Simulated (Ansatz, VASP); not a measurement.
Mg3CdSe4 in VASP and in Ansatz

```
Mg Cd Se
1.0
     3.94046    0.00000    0.00000
     0.00000    3.94046    0.00000
     0.00000    0.00000   11.16933
Mg Cd Se
3 1 4
Direct
  0.00000 0.00000 0.74664
  0.00000 0.00000 0.25336
  0.50000 0.50000 0.50000
  0.50000 0.50000 0.00000
  0.00000 0.00000 0.00000
  0.50000 0.50000 0.25567
  0.00000 0.00000 0.50000
  0.50000 0.50000 0.74433
```

Alike in both runs: functional PBE; k mesh 10 × 10 × 4; occupations gaussian, width 0.02 eV; no spin polarisation.

Ansatz relaxed the structure, and its values are those at the end. VASP's run is a single point on that final structure, the one shown.

```csv
,VASP,Ansatz
version,VASP 6.6.1,Ansatz 0.2.0
potentials or method,"VASP PAW PBE potentials, release 64 (Mg, Cd, Se), cutoff 520 eV","scalar-relativistic, plane waves, PAW"
valence electrons in the cell,42,114
```

Ansatz gave:

| Property | Result |
| --- | --- |
| gap on the k mesh at the Fermi level (eV) | 0.39 |
| least direct gap on the mesh (eV) | 0.98 |
| pressure (GPa) | 0.0 |
| rms of the force components (eV/Å) | 0.002 |

Q: Which values does VASP return?

A: gap on the k mesh at the Fermi level (eV): 0.38; least direct gap on the mesh (eV): 0.96; pressure (GPa): 0.0; rms of the force components (eV/Å): 0.004.

The functional is the same, so the differences come from potentials, cutoffs and numerics. VASP's potentials hold 42 valence electrons a cell and Ansatz's 114, so a difference there can come from the potentials and not from the codes.
